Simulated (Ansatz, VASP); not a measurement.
## AlV2C in VASP and in Ansatz

```
Al V C
1.0
     2.88676    0.00000    0.00000
    -1.44338    2.50001    0.00000
     0.00000    0.00000    6.77497
Al V C
1 2 1
Direct
  0.00000 0.00000 0.00000
  0.33333 0.66667 0.33356
  0.66667 0.33333 0.66644
  0.00000 0.00000 0.50000
```

Alike in both runs: functional PBE; k mesh 6 × 6 × 4; occupations gaussian, width 0.1 eV; no spin polarisation.

Ansatz relaxed the structure, and its values are those at the end. VASP's run is a single point on that final structure, the one shown.

```csv
,VASP,Ansatz
version,VASP 6.6.1,Ansatz 0.2.0
potentials or method,"VASP PAW PBE potentials, release 64 (Al, V_sv, C), cutoff 520 eV","scalar-relativistic, plane waves, PAW"
valence electrons in the cell,33,33
```

Ansatz gave:

```
gap on the k mesh at the Fermi level (eV) : none
pressure (GPa)                            : -0.3
rms of the force components (eV/Å)        : 0.011
```

Question: Which values does VASP return?

Answer: gap on the k mesh at the Fermi level (eV): none; pressure (GPa): 0.1; rms of the force components (eV/Å): 0.010.

A gap of «none» marks a metal or a gap that the smearing closes.

The k mesh is coarse, so the values compare programs but aren't converged.
